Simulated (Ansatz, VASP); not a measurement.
## Sb: VASP beside Ansatz

INCAR

```
SYSTEM = Sb
PREC = Accurate
ENCUT = 500
EDIFF = 1E-7
ISMEAR = -1
SIGMA = 0.05
LREAL = .FALSE.
LASPH = .TRUE.
NELM = 120
ALGO = Normal
ISIF = 3
LWAVE = .FALSE.
LCHARG = .FALSE.
GGA = PS
IBRION = 2
NSW = 100
EDIFFG = -0.005
GGA_COMPAT = .FALSE.
NELMIN = 4
```

The input KPOINTS:

```
regular mesh
0
G
  9 9 9
  0 0 0
```

POSCAR

```
Sb
1.0
    2.1102243954      1.2183386227      3.6812845966
   -2.1102243954      1.2183386227      3.6812845966
    0.0000000000     -2.4366772455      3.6812845966
Sb
2
Direct
    0.2334900000      0.2334900000      0.2334900000
    0.7665100000      0.7665100000      0.7665100000
```

Input for Ansatz:

```yaml
crystal:
  lattice:
    - [2.1102243954, 1.2183386227, 3.6812845966]
    - [-2.1102243954, 1.2183386227, 3.6812845966]
    - [0.0, -2.4366772455, 3.6812845966]
  atoms:
    - { symbol: Sb, position: [0.23349, 0.23349, 0.23349] }
    - { symbol: Sb, position: [0.76651, 0.76651, 0.76651] }
kpoints:
  mp_grid: { grid: [9, 9, 9] }
scf:
  occupations: { method: fermi_dirac, width: 0.05 }
hamiltonian:
  xc: pbesol
  pseudopotentials: { kind: paw }
output:
  forces: true
  stress: true
  efg: { contact_densities: true }
relax:
  f_tol: 0.005
  max_steps: 80
  cell: {}
```

Alike in both runs: task relaxation of cell and atoms; functional PBEsol; k mesh 9 × 9 × 9; occupations fermi-dirac, width 0.05 eV; no spin polarisation.

```csv
,VASP,Ansatz
version,VASP 6.6.1,Ansatz 0.2.0
potentials or method,"VASP PAW PBE potentials, release 64 (Sb_d_GW)","PAW with Ansatz's default frozen-core files, scalar-relativistic"
plane-wave cutoff (eV),500,420
valence electrons in the cell,30,30
```

```csv
,VASP,Ansatz,Ansatz less VASP
relaxed volume (Å³/atom),29.90,29.89,-0.005
relaxed cell length with the largest relative difference (Å),4.460,4.460,+0.0004
```

VASP's potentials were made for PBE, not for PBEsol.

Neither program's run includes spin-orbit coupling.
